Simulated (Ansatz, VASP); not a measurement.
**One calculation of V, two programs**

INCAR

```
SYSTEM = V
  PREC = Accurate
  ENCUT = 520
  EDIFF = 1E-7
  ISMEAR = -1
  SIGMA = 0.1
  LREAL = .FALSE.
  LASPH = .TRUE.
  NELM = 100
  ALGO = Normal
  ISIF = 2
  LWAVE = .FALSE.
  LCHARG = .FALSE.
  GGA = B5
  ALDAX = 1.0
  AGGAX = 1.0
  AGGAC = 1.0
  ALDAC = 0.0
  NBANDS = 12
```

File KPOINTS:

```
Automatic mesh
0
G
  14 14 14
  0 0 0
```

Contents of POSCAR:

```
V
1.0
    2.4764549283      0.0000000000      0.0000000000
    0.0000000000      2.4764549283      0.0000000000
    0.0000000000      0.0000000000      2.4764549283
V
1
Direct
    0.0000000000      0.0000000000      0.0000000000
```

Input for Ansatz:

```yaml
crystal:
  lattice:
    - [2.4764549283, 0.0, 0.0]
    - [0.0, 2.4764549283, 0.0]
    - [0.0, 0.0, 2.4764549283]
  atoms:
    - { symbol: V, position: [0.0, 0.0, 0.0] }
hamiltonian:
  xc: blyp
  pseudopotentials:
    kind: paw
    azcp:
      V: "pseudopotentials/V.paw.azcp"
basis:
  ecutwfc: 420
  fft_grid_basis: typed
kpoints:
  mp_grid: { grid: [14, 14, 14], shift: [0, 0, 0] }
magnetization:
  spin_polarized: false
scf:
  occupations: { method: fermi_dirac, width: 0.1 }
  lower_state_search: "off"
output:
  stress: true
```

Alike in both runs: task single point; functional BLYP; k mesh 14 × 14 × 14; occupations fermi-dirac, width 0.1 eV; no spin polarisation.

```csv
,VASP,Ansatz
version,VASP 6.6.1,Ansatz 0.2.0
potentials or method,"VASP PAW PBE potentials, release 64 (V_sv), cutoff 520 eV","plane waves (420 eV) with PAW, scalar-relativistic"
valence electrons in the cell,13,13
```

Ansatz gave:

- pressure (GPa): 0.6

**Question.** Which values does VASP return?

**Answer.** Pressure (GPa): 0.8.

VASP's potentials were made for PBE, not for BLYP.
